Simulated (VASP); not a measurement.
Write the native input for VASP 6.6.1 that does the following.

| Property | Result |
| --- | --- |
| Task | single point |
| Functional | LDA |
| Potentials or basis | VASP PAW LDA potentials, release 64 (Pb_d, S) |
| Cutoff | 500 eV |
| k mesh | 5 × 3 × 1, shifted |
| Occupations | gaussian, width 0.1 eV |
| Spin | no spin polarisation |
| Dipole correction | no |
| Further INCAR settings | ALGO = Normal; EDIFF = 1e-06; NBANDS = 17; ISYM = 0 |

The structure of PbS lies in POSCAR:

```
PbS
1.0
    2.1126617058      1.2197458045      3.4519162518
   -2.1126617058      1.2197458045      3.4519162518
    0.0000000000     -2.4394916091      3.4519162518
Pb S
1 1
Direct
    0.9805657800      0.9805657800      0.9805657800
    0.4750355500      0.4750355500      0.4750355500
```

These files were run (other wordings do the same):

INCAR

```
SYSTEM = PbS
PREC = Accurate
ENCUT = 500
EDIFF = 1E-6
ISMEAR = 0
SIGMA = 0.1
LREAL = .False.
LASPH = .True.
NELM = 120
ALGO = Normal
ISIF = 2
LWAVE = .False.
LCHARG = .False.
NBANDS = 17
ISYM = 0
GGA_COMPAT = .False.
```

KPOINTS

```
Automatic mesh
0
Gamma
  5 3 1
  0.25 0.25 0.25
```

Potentials or basis: VASP PAW LDA potentials, release 64 (Pb_d, S).

Launch:

```sh
$ cat potpaw_LDA.64/Pb_d/POTCAR potpaw_LDA.64/S/POTCAR > POTCAR
$ mpirun -np 1 vasp_std > vasp.out
```

Results of the run:

The pressure is -3.9 GPa, the largest force is 0.027 eV/Å and the band gap on the k mesh is 1.64 eV, direct.

Caveat: the k points lie up to 1.82 Å⁻¹ apart; spin-orbit coupling is left out, which moves the levels of the heavy elements.

Wall time 20 s on 1 thread of AMD EPYC 7R13, with other jobs on the host, peak memory 0.12 GiB.
